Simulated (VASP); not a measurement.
# ScAl3 (Pm-3m) in VASP: settings compared

Aim: see how the results for ScAl3 move with the level of theory and the settings. Levels: RPBE, LDA, BLYP, revPBE. Tasks: single point.

Program: VASP 6.6.1. These are calculated values, not measurements. Logs are shortened: lines on timing, memory, paths and dates and some standing lists are left out, and cuts for length are marked.

## Step 1: The cell of the first run

The structure is cubic, space group Pm-3m (No. 221). Conventional cell: a = 4.088 Å, b = 4.088 Å, c = 4.088 Å, α = 90.00°, β = 90.00°, γ = 90.00°. Within 3.8 Å of Sc (site symmetry m-3m) lie 12 Al at 2.89 Å. Within 3.8 Å of Al (site symmetry 4/mmm) lie 4 Sc at 2.89 Å and 8 Al at 2.89 Å.

## Step 2: Single point, RPBE

Contents of INCAR:

```
PREC     = Accurate       # precision mode
ENCUT    = 520            # plane-wave cutoff, eV
EDIFF    = 1E-7           # SCF threshold, eV
ISMEAR   = 1              # smearing method
SIGMA    = 0.15           # smearing width, eV
LREAL    = False          # projectors in reciprocal space
LASPH    = True           # aspherical terms in the spheres
NELM     = 80             # most SCF steps
ALGO     = Normal         # electronic algorithm
ISIF     = 2              # what is computed and relaxed
LWAVE    = False          # write WAVECAR
LCHARG   = False          # write CHGCAR
GGA      = RP             # functional
NBANDS   = 18             # bands
```

Contents of KPOINTS:

```
Automatic mesh
0
Gamma
  5 5 5
```

Contents of POSCAR:

```
ScAl3
1.0
    4.0878070000      0.0000000000      0.0000000000
    0.0000000000      4.0878070000      0.0000000000
    0.0000000000      0.0000000000      4.0878070000
Sc Al
1 3
Direct
    0.0000000000      0.0000000000      0.0000000000
    0.5000000000      0.0000000000      0.5000000000
    0.0000000000      0.5000000000      0.5000000000
    0.5000000000      0.5000000000      0.0000000000
```

Potentials or basis: VASP PAW PBE potentials, release 64 (Sc_sv, Al).

On the command line:

```bash
cat potpaw_PBE.64/Sc_sv/POTCAR potpaw_PBE.64/Al/POTCAR > POTCAR
mpirun -np 1 vasp_std > vasp.out
```

OUTCAR:

```text
PREC = Accurate
   ENCUT = 520
   EDIFF = 1E-7
   ISMEAR = 1
   LREAL = False
   LASPH = True
   NELM = 80
   ISIF = 2
   GGA = RP

 ion  position               nearest neighbor table
   1  0.000  0.000  0.000-   2 2.89   3 2.89   4 2.89   2 2.89   3 2.89   3 2.89   4 2.89   3 2.89
                             2 2.89   4 2.89   2 2.89   4 2.89
   2  0.500  0.000  0.500-   1 2.89   3 2.89   4 2.89   1 2.89   4 2.89   3 2.89   4 2.89   4 2.89
                             1 2.89   3 2.89   1 2.89   3 2.89
   3  0.000  0.500  0.500-   1 2.89   2 2.89   4 2.89   1 2.89   4 2.89   1 2.89   2 2.89   1 2.89
                             2 2.89   4 2.89   4 2.89   2 2.89
   4  0.500  0.500  0.000-   1 2.89   2 2.89   3 2.89   2 2.89   3 2.89   1 2.89   2 2.89   2 2.89
                             1 2.89   3 2.89   3 2.89   1 2.89

  LATTYP: Found a simple cubic cell.
 ALAT       =     4.0878070000

  Lattice vectors:

 A1 = (   4.0878070000,   0.0000000000,   0.0000000000)
 A2 = (   0.0000000000,   4.0878070000,   0.0000000000)
 A3 = (   0.0000000000,   0.0000000000,   4.0878070000)

Analysis of symmetry for initial positions (statically):
=====================================================================
 Subroutine PRICEL returns:
 Original cell was already a primitive cell.

 Routine SETGRP: Setting up the symmetry group for a
 simple cubic supercell.

 Subroutine GETGRP returns: Found 48 space group operations
 (whereof 48 operations were pure point group operations)
 out of a pool of 48 trial point group operations.

The static configuration has the point symmetry O_h .

Analysis of symmetry for dynamics (positions and initial velocities):
=====================================================================
 Subroutine PRICEL returns:
 Original cell was already a primitive cell.

 Routine SETGRP: Setting up the symmetry group for a
 simple cubic supercell.

 Subroutine GETGRP returns: Found 48 space group operations
 (whereof 48 operations were pure point group operations)
 out of a pool of 48 trial point group operations.

The dynamic configuration has the point symmetry O_h .

 Subroutine INISYM returns: Found 48 space group operations
 (whereof 48 operations are pure point group operations),
 and found     1 'primitive' translations

----------------------------------------------------------------------------------------

                                     Primitive cell

  volume of cell :      68.3079
[... 78 lines left out ...]
   EDIFF  = 0.1E-06   stopping-criterion for ELM
   LREAL  =      F    real-space projection
   EDIFFG = 0.1E-05   stopping-criterion for IOM
   NSW    =      0    number of steps for IOM
   IBRION =     -1    ionic relax: 0-MD 1-quasi-New 2-CG
   NFREE  =      0    steps in history (QN), initial steepest desc. (CG)
   ISIF   =      2    stress and relaxation
   ISYM   =      2    0-nonsym 1-usesym 2-fastsym
   POTIM  = 0.5000    time-step for ionic-motion
   TEBEG  =    0.0;   TEEND  =   0.0 temperature during run
   PSTRESS=    0.0 pullay stress
   NELECT =      20.0000    total number of electrons
   NUPDOWN=      -1.0000    fix difference up-down
   EMIN   =  10.00;   EMAX   =-10.00  energy-range for DOS
   EFERMI =   0.00;   METHOD = LEGACY
   ISMEAR =     1;   SIGMA  =   0.15  broadening in eV -4-tet -1-fermi 0-gaus
   EFERMI_NEDOS =   21; number of points for ismear=-14 and -15
   IALGO  =     38    algorithm
   IMIX   =      4    mixing-type and parameters
     AMIX     =   0.40;   BMIX     =  1.00
     AMIX_MAG =   1.60;   BMIX_MAG =  1.00
  volume/ion in A,a.u.               =      17.08       115.24
  Fermi-wavevector in a.u.,A,eV,Ry     =   1.087079  2.054281 16.078560  1.181741
  Thomas-Fermi vector in A             =   2.223230
   LORBIT       =      0    0 simple, 1 ext, 2 COOP (PROOUT), +10 PAW based schemes
   GGA     = RP    functional components
   LHFCALC =     F    Hartree Fock is set to
   AEXX    =    0.0000 exact exchange contribution
   IVDW    =     0    specifies the selected vdW correction
   LEPSILON=     F    determine dielectric tensor
   LRPA    =     F    only Hartree local field effects (RPA)
 non-spin polarized calculation
 Methfessel and Paxton  Order N= 1 SIGMA  =   0.15
  energy-cutoff  :      520.00
  volume of cell :       68.31
 maximum number of plane-waves:      1861
   NGX = 15   NGY = 15   NGZ = 15

 number of electron      19.9999996 magnetization

 Free energy of the ion-electron system (eV)
  ---------------------------------------------------
  ext. energy  EPLUGINS =         0.00000000
  ---------------------------------------------------
  free energy    TOTEN  =       -18.18961186 eV

  energy without entropy =      -18.18405228  energy(sigma->0) =      -18.18775867

 E-fermi :   7.5077     XC(G=0): -10.3412

 val. band max:        6.9551499805   @ k =   0.4000   0.4000   0.0000
 cond. band min:       7.5185621332   @ k =   0.4000   0.2000   0.0000
 fundamental gap:      0.5634121526
 Fermi energy:         7.5076534989

 k-point     1 :       0.0000    0.0000    0.0000
  band No.  band energies     occupation
      1     -41.7508      2.00000
      2     -20.3863      2.00000
      3     -20.3863      2.00000
      4     -20.3863      2.00000
      5      -2.6550      2.00000
      6       4.7600      2.00000
[... 187 lines left out ...]
      5       1.1588      2.00000
      6       2.6171      2.00000
[... 10 lines left out ...]
     17      11.5525      0.00000
     18      15.9483      0.00000

------------------------ aborting loop because EDIFF is reached ----------------------------------------

  FORCE on cell =-STRESS in cart. coord.  units (eV):
  Direction    XX          YY          ZZ          XY          YZ          ZX
  --------------------------------------------------------------------------------------
  -------------------------------------------------------------------------------------
  Total        1.3056463      1.3056463      1.3056463      0.0000000      0.0000000     -0.0000000
  in kB       30.6242164     30.6242164     30.6242164      0.0000000      0.0000000     -0.0000000
  external PRESSURE =      30.6242164 kB  Pullay stress =       0.0000000 kB

 VOLUME and BASIS-vectors are now :
 -----------------------------------------------------------------------------
  energy-cutoff  :      520.00
  volume of cell :       68.31
      direct lattice vectors                 reciprocal lattice vectors
     4.087807000  0.000000000  0.000000000     0.244629945  0.000000000  0.000000000
     0.000000000  4.087807000  0.000000000     0.000000000  0.244629945  0.000000000
     0.000000000  0.000000000  4.087807000     0.000000000  0.000000000  0.244629945

 POSITION                                       TOTAL-FORCE (eV/Angst)
 -----------------------------------------------------------------------------------
      0.00000      0.00000      0.00000         0.000000      0.000000      0.000000
      2.04390      0.00000      2.04390         0.000000      0.000000      0.000000
      0.00000      2.04390      2.04390         0.000000      0.000000      0.000000
      2.04390      2.04390      0.00000         0.000000      0.000000      0.000000
 -----------------------------------------------------------------------------------
    total drift:                                0.000000     -0.000000      0.000000

  FREE ENERGIE OF THE ION-ELECTRON SYSTEM (eV)
  ---------------------------------------------------
  free  energy   TOTEN  =       -18.1896118609 eV

  energy  without entropy=      -18.1840522842  energy(sigma->0) =      -18.18775867
```

OSZICAR:

```text
N       E                     dE             d eps       ncg     rms          rms(c)
DAV:   1     0.111718741826E+03    0.11172E+03   -0.82475E+03   360   0.101E+03
DAV:   2    -0.144206554231E+02   -0.12614E+03   -0.12333E+03   360   0.288E+02
DAV:   3    -0.190403229020E+02   -0.46197E+01   -0.45153E+01   546   0.546E+01
DAV:   4    -0.191663109638E+02   -0.12599E+00   -0.12560E+00   552   0.931E+00
DAV:   5    -0.191681227543E+02   -0.18118E-02   -0.18116E-02   528   0.992E-01    0.912E+00
DAV:   6    -0.182430975940E+02    0.92503E+00   -0.35192E+00   532   0.199E+01    0.346E+00
DAV:   7    -0.182098094103E+02    0.33288E-01   -0.10861E-01   540   0.243E+00    0.194E+00
DAV:   8    -0.181900084134E+02    0.19801E-01   -0.32813E-02   564   0.159E+00    0.296E-01
DAV:   9    -0.181897631713E+02    0.24524E-03   -0.42648E-03   542   0.710E-01    0.166E-01
DAV:  10    -0.181896186594E+02    0.14451E-03   -0.61449E-04   596   0.243E-01    0.362E-02
DAV:  11    -0.181896205200E+02   -0.18606E-05   -0.62329E-05   584   0.599E-02    0.300E-02
DAV:  12    -0.181896116375E+02    0.88824E-05   -0.39978E-05   510   0.716E-02    0.415E-03
DAV:  13    -0.181896119214E+02   -0.28388E-06   -0.11994E-06   562   0.102E-02    0.496E-03
DAV:  14    -0.181896118609E+02    0.60478E-07   -0.19482E-07   400   0.450E-03
   1 F= -.18189612E+02 E0= -.18187759E+02  d E =-.555958E-02
```

stdout:

```text
POSCAR found type information on POSCAR ScAl
 POSCAR found :  2 types and       4 ions
 scaLAPACK will be used
 -----------------------------------------------------------------------------
|                                                                             |
|                                                                             |
|     You enforced a specific xc type in the INCAR file but a different       |
|     I HOPE YOU KNOW WHAT YOU ARE DOING!                                     |
|                                                                             |
 -----------------------------------------------------------------------------

 LDA part: xc-table for (Slater+PW92), standard interpolation
 POSCAR, INCAR and KPOINTS ok, starting setup
 FFT: planning ... GRIDC
 FFT: planning ... GRID_SOFT
 FFT: planning ... GRID
 WAVECAR not read
 entering main loop
```

Wall time 28 s (1 thread of Intel Xeon 6975P-C, shared host); peak memory 0.16 GiB.

What came out:

```
Free energy            : -18.1896 eV
Pressure               : 3.1 GPa
Band gap on the k mesh : zero (band 10 reaches 8.16 eV, above the bottom of band 11 at 5.10 eV)
```

Caveat: the PAW data sets were made with another functional, which shifts forces and pressure a little.

## Step 3: Single point, LDA

Contents of INCAR:

```
PREC = Accurate
ENCUT = 520
EDIFF = 1E-6
ISMEAR = 1
SIGMA = 0.15
LREAL = False
LASPH = True
NELM = 80
ALGO = Normal
ISIF = 2
LWAVE = False
LCHARG = False
GGA = CA
NBANDS = 18
```

KPOINTS is that of step 2.

POSCAR is that of step 2.

Potentials or basis: VASP PAW LDA potentials, release 64 (Sc_sv, Al).

On the command line:

```bash
cat potpaw_LDA.64/Sc_sv/POTCAR potpaw_LDA.64/Al/POTCAR > POTCAR
mpirun -np 1 vasp_std > vasp.out
```

It took 24 s on 1 thread of Intel Xeon 6975P-C, shared host; peak memory 0.15 GiB.

Results (log left out):

```yaml
Free_energy: -21.2692 eV
Pressure: -3.7 GPa
Band_gap_on_the_k_mesh: zero (band 10 reaches 7.86 eV, above the bottom of band 11 at 4.81 eV)
```

Levels at points of the mesh, in eV from the Fermi level:
```csv
k point,band 6,band 7,band 8,band 9,band 10,band 11,band 12,band 13,band 14,band 15
"(0.00, 0.00, 0.00)",-2.77,-2.77,-1.89,-1.89,-1.89,1.13,1.13,1.13,1.19,4.53
```

## Step 4: Single point, BLYP

Contents of INCAR:

```
AGGAC = 1.0
AGGAX = 1.0
ALDAC = 0.0
ALDAX = 1.0
ALGO = Normal
EDIFF = 1E-6
ENCUT = 520
GGA = B5
ISIF = 2
ISMEAR = 1
LASPH = T
LCHARG = F
LREAL = F
LWAVE = F
NBANDS = 18
NELM = 60
PREC = Accurate
SIGMA = 0.15
```

Contents of KPOINTS:

```
k-points
0
Gamma
  5 5 5
```

POSCAR is that of step 3.

Potentials or basis: VASP PAW PBE potentials, release 64 (Sc_sv, Al).

On the command line:

```bash
cat potpaw_PBE.64/Sc_sv/POTCAR potpaw_PBE.64/Al/POTCAR > POTCAR
mpirun -np 1 vasp_std > vasp.out
```

Wall time 46 s (1 thread of Intel Xeon 6975P-C, shared host); peak memory 0.16 GiB.

The run converged. Its results:

| Quantity | Value |
| --- | --- |
| Free energy | -15.2658 eV |
| Pressure | 3.8 GPa |
| Band gap on the k mesh | zero (band 10 reaches 8.64 eV, above the bottom of band 11 at 5.50 eV) |

Levels at points of the mesh, in eV from the Fermi level:
```csv
k point,band 7,band 8,band 9,band 10,band 11,band 12,band 13,band 14
"(0.00, 0.00, 0.00)",-2.73,-1.89,-1.89,-1.89,1.12,1.12,1.12,1.47
```

Caveat: the PAW data sets were made with another functional, which shifts forces and pressure a little.

## Step 5: Single point, revPBE

Contents of INCAR:

```
PREC = Accurate ; ENCUT = 520
EDIFF = 1E-7 ; ISMEAR = 1
SIGMA = 0.15 ; LREAL = False
LASPH = True ; NELM = 100
ALGO = Normal ; ISIF = 2
LWAVE = False ; LCHARG = True
GGA = RE ; LELF = True
LVHAR = True ; NBANDS = 18
```

Contents of KPOINTS:

```
Automatic mesh
0
Gamma
  5 5 5
```

POSCAR is that of step 4.

On the command line:

```bash
cat potpaw_PBE.64/Sc_sv/POTCAR potpaw_PBE.64/Al/POTCAR > POTCAR
mpirun -np 1 vasp_std > vasp.out
```

Run time: 31 s. Hardware: 1 thread of Intel Xeon 6975P-C, shared host; peak memory 0.16 GiB.

It converged, with:

| Property | Result |
| --- | --- |
| Free energy | -18.4107 eV |
| Pressure | 2.6 GPa |
| Band gap on the k mesh | zero (band 10 reaches 8.14 eV, above the bottom of band 11 at 5.08 eV) |

Levels at points of the mesh, in eV from the Fermi level:
```tsv
k point	band 8	band 9	band 10	band 11	band 12	band 13
(0.00, 0.00, 0.00)	-1.95	-1.95	-1.95	1.13	1.16	1.16
```

Caveat: the PAW data sets were made with another functional, which shifts forces and pressure a little.

## Step 6: Overview

```tsv
level	potentials or basis	gap on the mesh (eV)	pressure (GPa)
RPBE	VASP PAW PBE potentials, release 64 (Sc_sv, Al)	none	3.1
LDA	VASP PAW LDA potentials, release 64 (Sc_sv, Al)	none	-3.7
BLYP	VASP PAW PBE potentials, release 64 (Sc_sv, Al)	none	3.8
revPBE	VASP PAW PBE potentials, release 64 (Sc_sv, Al)	none	2.6
```

Alike in all rows: task single point; no spin polarisation; cell as given; k mesh 5 × 5 × 5; cutoff (eV) 520; smearing methfessel-paxton 0.15 eV.

Caveats: the PAW data sets were made with another functional, which shifts forces and pressure a little (some runs).

Total energies depend on the potentials used, so only differences within one code and one set of settings carry meaning.
